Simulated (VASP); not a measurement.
The system is Li2B.

```
Li B
1.0
     3.57417    0.00000    0.00000
     0.00000    3.57417    0.00000
     0.00000    0.00000    2.69479
Li B
2 1
Direct
  0.50000 0.00000 0.00000
  0.00000 0.50000 0.00000
  0.00000 0.00000 0.50000
```

```yaml
Program: VASP 6.6.1
Task: relaxation of cell and atoms
Functional: PBE
Potentials_or_basis: VASP PAW PBE potentials, release 64 (Li_sv, B)
Cutoff: 600 eV
k_mesh: 6 × 6 × 6
Occupations: gaussian, width 0.1 eV
Spin: no spin polarisation
```

At the start: pressure 4.2 GPa; volume 11.48 Å³/atom.

Task: How do energy, volume and symmetry change on relaxing?

Result: Over 16 steps the energy falls by 270.2 meV/atom and the volume is 11.86 Å³/atom (+3.4 %); space group P4/mmm (No. 123, to 0.05 Å).

The path:
```
step  energy change (eV)  largest force (eV/Å)  pressure (GPa)  volume (Å³)
   1              0.0000                0.0000            4.21        34.43
   2             -0.0754                0.0000            1.83        35.94
   3             -0.2578                0.0000           -3.46        40.60
   4             -0.1818                0.0000           -9.79        50.42
   5             -0.3100                0.0000           -5.67        43.40
   6             -0.3488                0.0000           -6.11        43.78
   7             -0.4430                0.0000           -7.35        44.85
   8             -0.4096                0.0000           -9.44        46.66
   9             -0.4695                0.0000           -8.04        45.45
  10             -0.5389                0.0000           -7.58        44.29
  11             -0.7015                0.0000           -5.71        40.88
  12             -0.7252                0.0000            1.34        34.45
  13             -0.7803                0.0000           -2.78        37.47
  14             -0.7812                0.0000           -2.26        37.04
  15             -0.7992                0.0000           -1.50        36.45
  16             -0.8106                0.0000           -0.29        35.59
```

Final structure:
```cif
data_structure
_symmetry_space_group_name_H-M 'P 1'
_symmetry_Int_Tables_number 1
_cell_length_a 4.0895
_cell_length_b 4.0895
_cell_length_c 2.1282
_cell_angle_alpha 90.000
_cell_angle_beta 90.000
_cell_angle_gamma 90.000
_cell_volume 35.59
loop_
_atom_site_label
_atom_site_type_symbol
_atom_site_fract_x
_atom_site_fract_y
_atom_site_fract_z
_atom_site_occupancy
Li1 Li 0.50000 0.00000 0.00000 1
Li2 Li 0.00000 0.50000 0.00000 1
B1 B 0.00000 0.00000 0.50000 1
```

Caveat: the k points lie up to 0.49 Å⁻¹ apart in the final cell; the cutoff is under 1.25 times the usual one of these potentials, so pressure, stress and relaxed cells hold a basis-set (Pulay) error.
